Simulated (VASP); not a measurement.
# Co (Fm-3m) in VASP: further runs

Runs on Co. Level: PBE. Tasks: single point.

Program: VASP 6.6.1. These are calculated values, not measurements. Logs are shortened: lines on timing, memory, paths and dates and some standing lists are left out, and cuts for length are marked.

### Step 1. The cell of the first run

The structure is cubic, space group Fm-3m (No. 225). Conventional cell: a = 3.577 Å, b = 3.577 Å, c = 3.577 Å, α = 90.00°, β = 90.00°, γ = 90.00°. Within 3.3 Å of Co (site symmetry m-3m) lie 12 Co at 2.53 Å.

### Step 2. Single point, PBE, collinear spin, ferromagnetic start

INCAR reads:

```
SYSTEM = Co
PREC = Accurate
ENCUT = 520
EDIFF = 1E-6
ISMEAR = -1
SIGMA = 0.05
LREAL = .False.
LASPH = .True.
NELM = 150
ALGO = Normal
ISIF = 2
LWAVE = .False.
LCHARG = .False.
ISPIN = 2
MAGMOM = 3 3
LORBIT = 11
LMAXMIX = 4
GGA = PE
ISYM = 0
NBANDS = 20
```

KPOINTS reads:

```
Automatic mesh
0
Gamma
  12 7 10
  0 0 0
```

POSCAR reads:

```
Co
1.0
    0.0000000000     -1.7885000000     -1.7885000000
   -3.5770000000     -1.7885000000     -1.7885000000
    0.0000000000      1.7885000000     -1.7885000000
Co
2
Direct
    0.0000000000      0.0000000000      0.0000000000
    0.0000000000      0.5000000000      0.5000000000
```

Potentials or basis: VASP PAW PBE potentials, release 64 (Co).

The run is started by

```bash
$ cat potpaw_PBE.64/Co/POTCAR > POTCAR
$ mpirun -np 1 vasp_std > vasp.out
```

OUTCAR:

```text
SYSTEM = Co
   PREC = Accurate
   ENCUT = 520
   EDIFF = 1E-6
   ISMEAR = -1
   LREAL = .False.
   LASPH = .True.
   NELM = 150
   ISIF = 2
   ISPIN = 2
   LORBIT = 11
   GGA = PE
   ISYM = 0

 ion  position               nearest neighbor table
   1  0.000  0.000  0.000-   2 2.53   2 2.53   2 2.53   2 2.53   2 2.53   2 2.53   2 2.53   2 2.53

   2  0.000  0.500  0.500-   1 2.53   1 2.53   1 2.53   1 2.53   1 2.53   1 2.53   1 2.53   1 2.53

IMPORTANT INFORMATION: All symmetrisations will be switched off!
NOSYMM: (Re-)initialisation of all symmetry stuff for point group C_1.

----------------------------------------------------------------------------------------

                                     Primitive cell

  volume of cell :      22.8837

  direct lattice vectors                    reciprocal lattice vectors
     0.000000000 -1.788500000 -1.788500000     0.279563880 -0.279563880 -0.279563880
    -3.577000000 -1.788500000 -1.788500000    -0.279563880  0.000000000  0.000000000
     0.000000000  1.788500000 -1.788500000     0.000000000  0.279563880 -0.279563880

  length of vectors
     2.529320956  4.380912405  2.529320956     0.484218845  0.279563880  0.395363031

  position of ions in fractional coordinates (direct lattice)
     0.000000000  0.000000000  0.000000000
     0.000000000  0.500000000  0.500000000

  ion indices of the primitive-cell ions
   primitive index   ion index
                 1           1
                 2           2

----------------------------------------------------------------------------------------

 KPOINTS: Automatic mesh

Automatic generation of k-mesh.
 Grid dimensions read from file:
 generate k-points for:   12    7   10

 Generating k-lattice:

  Cartesian coordinates                     Fractional coordinates (reciprocal lattice)
     0.023296990 -0.023296990 -0.023296990     0.083333333  0.000000000  0.000000000
    -0.039937697  0.000000000  0.000000000     0.000000000  0.142857143  0.000000000
     0.000000000  0.027956388 -0.027956388     0.000000000  0.000000000  0.100000000

  Length of vectors
     0.040351570  0.039937697  0.039536303

  Shift w.r.t. Gamma in fractional coordinates (k-lattice)
     0.000000000  0.000000000  0.000000000

 -----------------------------------------------------------------------------
|                                                                             |
|           W    W    AA    RRRRR   N    N  II  N    N   GGGG   !!!           |
|           W    W   A  A   R    R  NN   N  II  NN   N  G    G  !!!           |
|           W    W  A    A  R    R  N N  N  II  N N  N  G       !!!           |
|           W WW W  AAAAAA  RRRRR   N  N N  II  N  N N  G  GGG   !            |
|           WW  WW  A    A  R   R   N   NN  II  N   NN  G    G                |
|           W    W  A    A  R    R  N    N  II  N    N   GGGG   !!!           |
|                                                                             |
|     Your reciprocal lattice and k-lattice belong to different lattice       |
|     classes:                                                                |
|                                                                             |
|        The reciprocal lattice is simple tetragonal,                         |
|        whereas your k-lattice is simple monoclinic.                         |
|                                                                             |
|     Results are often still useful ...                                      |
|                                                                             |
 -----------------------------------------------------------------------------

 WARNING: IBZKPT: internal override: KBLOWUP is changed to .FALSE.
      ... skipping the blow-up phase ...

 Subroutine IBZKPT returns following result:
 ===========================================

 Found    422 irreducible k-points:

 Following reciprocal coordinates:
            Coordinates               Weight
  0.000000  0.000000  0.000000      1.000000
  0.083333  0.000000  0.000000      2.000000
  0.166667  0.000000  0.000000      2.000000
  0.250000  0.000000  0.000000      2.000000
  0.333333  0.000000  0.000000      2.000000
  0.416667  0.000000  0.000000      2.000000
[... 16 lines left out ...]
  0.250000  0.285714  0.000000      2.000000
  0.333333  0.285714  0.000000      2.000000
 [... further k-points ...]
   k-points           NKPTS =    422   k-points in BZ     NKDIM =    422   number of bands    NBANDS=     20
   number of dos      NEDOS =    301   number of ions     NIONS =      2
   total plane-waves  NPLWV =  14400
   dimension x,y,z NGX =    20 NGY =   36 NGZ =   20
   dimension x,y,z NGXF=    40 NGYF=   72 NGZF=   40
   ions per type =               2
   NGX,Y,Z   is equivalent  to a cutoff of  13.15, 13.66, 13.15 a.u.
   NGXF,Y,Z  is equivalent  to a cutoff of  26.29, 27.32, 26.29 a.u.
 SYSTEM =  Co
   PREC   = accura    normal or accurate (medium, high low for compatibility)
   ISTART =      0    job   : 0-new  1-cont  2-samecut
   ICHARG =      2    charge: 1-file 2-atom 10-const
   ISPIN  =      2    spin polarized calculation?
   LNONCOLLINEAR =      F non collinear calculations
   LSORBIT =      F    spin-orbit coupling
   LASPH  =      T    aspherical Exc in radial PAW
   ENCUT  =  520.0 eV  38.22 Ry    6.18 a.u.   4.70  8.15  4.70*2*pi/ulx,y,z
   NELM   =    150;   NELMIN=  2; NELMDL= -5     # of ELM steps
   EDIFF  = 0.1E-05   stopping-criterion for ELM
   LREAL  =      F    real-space projection
   EDIFFG = 0.1E-04   stopping-criterion for IOM
   NSW    =      0    number of steps for IOM
   IBRION =     -1    ionic relax: 0-MD 1-quasi-New 2-CG
   NFREE  =      0    steps in history (QN), initial steepest desc. (CG)
   ISIF   =      2    stress and relaxation
   ISYM   =      0    0-nonsym 1-usesym 2-fastsym
   POTIM  = 0.5000    time-step for ionic-motion
   TEBEG  =    0.0;   TEEND  =   0.0 temperature during run
   PSTRESS=    0.0 pullay stress
   NELECT =      18.0000    total number of electrons
   NUPDOWN=      -1.0000    fix difference up-down
   EMIN   =  10.00;   EMAX   =-10.00  energy-range for DOS
   EFERMI =   0.00;   METHOD = LEGACY
   ISMEAR =    -1;   SIGMA  =   0.05  broadening in eV -4-tet -1-fermi 0-gaus
   EFERMI_NEDOS =   21; number of points for ismear=-14 and -15
   IALGO  =     38    algorithm
   IMIX   =      4    mixing-type and parameters
     AMIX     =   0.40;   BMIX     =  1.00
     AMIX_MAG =   1.60;   BMIX_MAG =  1.00
  volume/ion in A,a.u.               =      11.44        77.21
  Fermi-wavevector in a.u.,A,eV,Ry     =   1.511205  2.855763 31.072178  2.283741
  Thomas-Fermi vector in A             =   2.621293
   LORBIT       =     11    0 simple, 1 ext, 2 COOP (PROOUT), +10 PAW based schemes
   GGA     = PE    functional components
   LHFCALC =     F    Hartree Fock is set to
   AEXX    =    0.0000 exact exchange contribution
   IVDW    =     0    specifies the selected vdW correction
   LEPSILON=     F    determine dielectric tensor
   LRPA    =     F    only Hartree local field effects (RPA)
 spin polarized calculation
  energy-cutoff  :      520.00
  volume of cell :       22.88
 maximum number of plane-waves:       633
   NGX =  9   NGY = 17   NGZ =  9

 number of electron      18.0000004 magnetization       3.3905949

 Free energy of the ion-electron system (eV)
  ---------------------------------------------------
  ext. energy  EPLUGINS =         0.00000000
  ---------------------------------------------------
  free energy    TOTEN  =       -14.01473919 eV

  energy without entropy =      -13.99378599  energy(sigma->0) =      -14.00426259

 E-fermi :   9.6340     XC(G=0): -13.0956

 val. band max:        9.6305913052   @ k =   0.0000   0.4286   0.1000
 cond. band min:       9.6353824364   @ k =  -0.2500  -0.4286   0.4000
 fundamental gap:      0.0047911312
 Fermi energy:         9.6340227089

 spin component 1

 k-point     1 :       0.0000    0.0000    0.0000
  band No.  band energies     occupation
      1       0.9111      1.00000
      2       4.5701      1.00000
      3       5.1772      1.00000
      4       6.9576      1.00000
      5       6.9613      1.00000
      6       6.9621      1.00000
[... 12 lines left out ...]
     19      36.1430      0.00000
     20      36.1440      0.00000

 k-point     2 :       0.0833    0.0000    0.0000
  band No.  band energies     occupation
      1       1.1754      1.00000
      2       4.6785      1.00000
      3       5.2678      1.00000
      4       6.8933      1.00000
      5       7.0172      1.00000
      6       7.0205      1.00000
[... 12 lines left out ...]
     19      33.8757      0.00000
     20      35.6597      0.00000

 k-point     3 :       0.1667    0.0000    0.0000
  band No.  band energies     occupation
      1       1.9355      1.00000
      2       4.9755      1.00000
      3       5.5167      1.00000
      4       6.7401      1.00000
      5       7.1230      1.00000
      6       7.1274      1.00000
[... 12 lines left out ...]
     19      34.8861      0.00000
     20      34.8872      0.00000

 k-point     4 :       0.2500    0.0000    0.0000
  band No.  band energies     occupation
      1       3.0517      1.00000
      2       5.2750      1.00000
      3       5.8806      1.00000
      4       6.6762      1.00000
      5       7.0561      1.00000
      6       7.1058      1.00000
[... 429 lines left out ...]
 k-point    23 :       0.2500    0.2857    0.0000
  band No.  band energies     occupation
      1       2.4358      1.00000
      2       5.2609      1.00000
      3       5.6759      1.00000
      4       6.5940      1.00000
      5       7.1449      1.00000
      6       7.2740      1.00000
[... 12 lines left out ...]
     19      35.5374      0.00000
     20      37.2450      0.00000

 k-point    24 :       0.3333    0.2857    0.0000
  band No.  band energies     occupation
      1       3.4677      1.00000
      2       5.6296      1.00000
      3       5.8936      1.00000
      4       6.4380      1.00000
      5       6.8581      1.00000
      6       7.0279      1.00000
[... 12 lines left out ...]
     19      35.0850      0.00000
     20      36.6077      0.00000

 [... further k-points ...]

 spin component 2

 k-point     1 :       0.0000    0.0000    0.0000
  band No.  band energies     occupation
      1       0.9248      1.00000
      2       5.8273      1.00000
      3       6.4865      1.00000
      4       8.5709      1.00000
      5       8.5762      1.00000
      6       8.5804      1.00000
[... 12 lines left out ...]
     19      36.3199      0.00000
     20      36.3210      0.00000

 k-point     2 :       0.0833    0.0000    0.0000
  band No.  band energies     occupation
      1       1.1901      1.00000
      2       5.9241      1.00000
      3       6.5782      1.00000
      4       8.4879      1.00000
      5       8.6369      1.00000
      6       8.6445      1.00000
[... 12 lines left out ...]
     19      33.9052      0.00000
     20      35.8987      0.00000

 k-point     3 :       0.1667    0.0000    0.0000
  band No.  band energies     occupation
      1       1.9593      1.00000
      2       6.1801      1.00000
      3       6.8184      1.00000
      4       8.2661      1.00000
      5       8.7757      1.00000
      6       8.7832      1.00000
[... 12 lines left out ...]
     19      35.1980      0.00000
     20      35.1991      0.00000

 k-point     4 :       0.2500    0.0000    0.0000
  band No.  band energies     occupation
      1       3.1318      1.00000
      2       6.3663      1.00000
      3       7.1607      1.00000
      4       8.0522      1.00000
      5       8.3934      1.00000
      6       8.8263      1.00000
[... 429 lines left out ...]
 k-point    23 :       0.2500    0.2857    0.0000
  band No.  band energies     occupation
      1       2.4694      1.00000
      2       6.6370      1.00000
      3       6.9034      1.00000
      4       8.0979      1.00000
      5       8.6427      1.00000
      6       8.8295      1.00000
[... 12 lines left out ...]
     19      35.4916      0.00000
     20      37.2050      0.00000

 k-point    24 :       0.3333    0.2857    0.0000
  band No.  band energies     occupation
      1       3.5525      1.00000
      2       6.9280      1.00000
      3       7.1392      1.00000
      4       7.8758      1.00000
      5       8.1523      1.00000
      6       8.7364      1.00000
[... 12 lines left out ...]
     19      35.0456      0.00000
     20      36.8769      0.00000

 [... further k-points ...]
[... 5 lines left out ...]
  --------------------------------------------------------------------------------------
  -------------------------------------------------------------------------------------
  Total       -1.3481124     -1.2816037     -1.2815974     -0.0230584      0.0092855     -0.0230540
  in kB      -94.3864939    -89.7299703    -89.7295256     -1.6144097      0.6501126     -1.6140969
  external PRESSURE =     -91.2819966 kB  Pullay stress =       0.0000000 kB

 VOLUME and BASIS-vectors are now :
 -----------------------------------------------------------------------------
  energy-cutoff  :      520.00
  volume of cell :       22.88
      direct lattice vectors                 reciprocal lattice vectors
     0.000000000 -1.788500000 -1.788500000     0.279563880 -0.279563880 -0.279563880
    -3.577000000 -1.788500000 -1.788500000    -0.279563880  0.000000000  0.000000000
     0.000000000  1.788500000 -1.788500000     0.000000000  0.279563880 -0.279563880

 POSITION                                       TOTAL-FORCE (eV/Angst)
 -----------------------------------------------------------------------------------
      0.00000      0.00000      0.00000         0.000000     -0.000000      0.000000
     -1.78850      0.00000     -1.78850        -0.000000      0.000000     -0.000000
 -----------------------------------------------------------------------------------
    total drift:                               -0.000000     -0.000001     -0.000000

  FREE ENERGIE OF THE ION-ELECTRON SYSTEM (eV)
  ---------------------------------------------------
  free  energy   TOTEN  =       -14.0147391935 eV

  energy  without entropy=      -13.9937859861  energy(sigma->0) =      -14.00426259

 total charge

# of ion       s       p       d       tot
------------------------------------------
    1        0.470   0.481   7.222   8.172
    2        0.470   0.481   7.221   8.172
--------------------------------------------------
tot          0.939   0.962  14.443  16.344

 magnetization (x)

# of ion       s       p       d       tot
------------------------------------------
    1       -0.011  -0.047   1.780   1.722
    2       -0.011  -0.047   1.780   1.722
--------------------------------------------------
tot         -0.022  -0.094   3.559   3.443
```

Wall time 4 min (1 thread of AMD EPYC 9R45 (Zen 5), shared host); peak memory 0.33 GiB.

Results:

* Free energy: -14.0147 eV
* Pressure: -9.1 GPa
* Net moment: 3.39 μB per cell
* Site moments: Co +1.72 μB
* Valence electrons inside the program's atomic spheres: Co 8.17

Levels at points of the mesh, in eV from the Fermi level:
Spin up:
```
           k point  band 7  band 8  band 9  band 10  band 11  band 12  band 13  band 14  band 15  band 16
(0.00, 0.00, 0.00)   -1.75   -1.75   -1.03    -0.65    -0.65     2.41     9.01    14.33    14.33    19.20
(0.50, 0.00, 0.00)   -0.91   -0.90   -0.90    -0.90    -0.27    -0.27     5.64     5.65    21.16    21.16
(0.00, 0.00, 0.50)   -2.18   -2.18   -1.60    -1.60     0.81     0.81    11.27    11.27    12.57    12.57
(0.50, 0.00, 0.50)   -1.81   -1.81   -0.65    -0.65     7.57     7.57     7.58     7.58     9.64     9.64
```
Spin down:
```
           k point  band 6  band 7  band 8  band 9  band 10  band 11
(0.00, 0.00, 0.00)   -1.05    0.32    0.32    1.13     1.20     1.21
(0.50, 0.00, 0.00)   -1.05   -0.32   -0.32    1.06     1.06     1.06
(0.00, 0.00, 0.50)   -1.55   -0.22   -0.22    0.14     0.14     2.33
(0.50, 0.00, 0.50)   -1.99    0.18    0.18    1.21     1.21     8.07
```

### Step 3. Single point, PBE, collinear spin, antiferromagnetic start

INCAR reads:

```
ALGO = Normal
EDIFF = 1E-6
ENCUT = 520
GGA = PE
ISIF = 2
ISMEAR = -1
ISPIN = 2
ISYM = 0
LASPH = True
LCHARG = False
LMAXMIX = 4
LORBIT = 11
LREAL = False
LWAVE = False
MAGMOM = 1.95 -1.95
NBANDS = 20
NELM = 150
PREC = Accurate
SIGMA = 0.05
```

KPOINTS reads:

```
k-points
0
Gamma
  12 7 10
```

POSCAR is that of step 2.

Potentials or basis: VASP PAW PBE potentials, release 64 (Co).

The run is started by

```bash
$ cat potpaw_PBE.64/Co/POTCAR > POTCAR
$ mpirun -np 1 vasp_std > vasp.out
```

OUTCAR:

```text
EDIFF = 1E-6
   ENCUT = 520
   GGA = PE
   ISIF = 2
   ISMEAR = -1
   ISPIN = 2
   ISYM = 0
   LASPH = True
   LORBIT = 11
   LREAL = False
   NELM = 150
   PREC = Accurate

 ion  position               nearest neighbor table
   1  0.000  0.000  0.000-   2 2.53   2 2.53   2 2.53   2 2.53   2 2.53   2 2.53   2 2.53   2 2.53

   2  0.000  0.500  0.500-   1 2.53   1 2.53   1 2.53   1 2.53   1 2.53   1 2.53   1 2.53   1 2.53

IMPORTANT INFORMATION: All symmetrisations will be switched off!
NOSYMM: (Re-)initialisation of all symmetry stuff for point group C_1.

----------------------------------------------------------------------------------------

                                     Primitive cell
[... 1293 lines left out ...]
  energy-cutoff  :      520.00
  volume of cell :       22.88
      direct lattice vectors                 reciprocal lattice vectors
     0.000000000 -1.788500000 -1.788500000     0.279563880 -0.279563880 -0.279563880
    -3.577000000 -1.788500000 -1.788500000    -0.279563880  0.000000000  0.000000000
     0.000000000  1.788500000 -1.788500000     0.000000000  0.279563880 -0.279563880

 POSITION                                       TOTAL-FORCE (eV/Angst)
 -----------------------------------------------------------------------------------
      0.00000      0.00000      0.00000        -0.000000      0.000000     -0.000000
     -1.78850      0.00000     -1.78850         0.000000     -0.000000      0.000000
 -----------------------------------------------------------------------------------
    total drift:                               -0.000000     -0.000000     -0.000000

  FREE ENERGIE OF THE ION-ELECTRON SYSTEM (eV)
  ---------------------------------------------------
  free  energy   TOTEN  =       -13.5320621114 eV

  energy  without entropy=      -13.4891977718  energy(sigma->0) =      -13.51062994

 total charge

# of ion       s       p       d       tot
------------------------------------------
    1        0.461   0.467   7.246   8.174
    2        0.461   0.467   7.246   8.175
--------------------------------------------------
tot          0.922   0.935  14.493  16.349

 magnetization (x)

# of ion       s       p       d       tot
------------------------------------------
    1       -0.000  -0.000  -0.002  -0.002
    2        0.000   0.000   0.002   0.002
--------------------------------------------------
tot          0.000   0.000   0.000   0.000
```

It took 15 min on 1 thread of AMD EPYC 9R45 (Zen 5), shared host; peak memory 0.34 GiB.

Results:

- Free energy: -13.5321 eV
- Pressure: -20.9 GPa
- Band gap on the k mesh: zero (filled and empty bands overlap)
- Net moment: 0.00 μB per cell
- Valence electrons inside the program's atomic spheres: Co 8.17, 8.18

Caveat: the starting moments collapsed, and a magnetic state may lie lower.
